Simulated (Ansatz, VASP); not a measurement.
# One calculation of Nb, two programs

```
CELL_PARAMETERS angstrom
-1.60432 1.60432 1.60432
1.60432 -1.60432 1.60432
1.60432 1.60432 -1.60432
ATOMIC_POSITIONS crystal
Nb 0.00000 0.00000 0.00000
```

Alike in both runs: task single point; functional PBE; k mesh 18 × 18 × 18; occupations gaussian, width 0.1 eV; no spin polarisation.

|  | VASP | Ansatz |
| --- | --- | --- |
| version | VASP 6.6.1 | Ansatz 0.2.0 |
| potentials or method | VASP PAW PBE potentials, release 64 (Nb_sv), cutoff 520 eV | scalar-relativistic, plane waves, PAW |
| valence electrons in the cell | 13 | 13 |

Ansatz gave:

```
gap on the k mesh at the Fermi level (eV) : none
pressure (GPa)                            : 18.7
```

Q: What did VASP give for the same quantities?

A: gap on the k mesh at the Fermi level (eV): none; pressure (GPa): 18.4.

A gap of «none» marks a metal or a gap that the smearing closes.
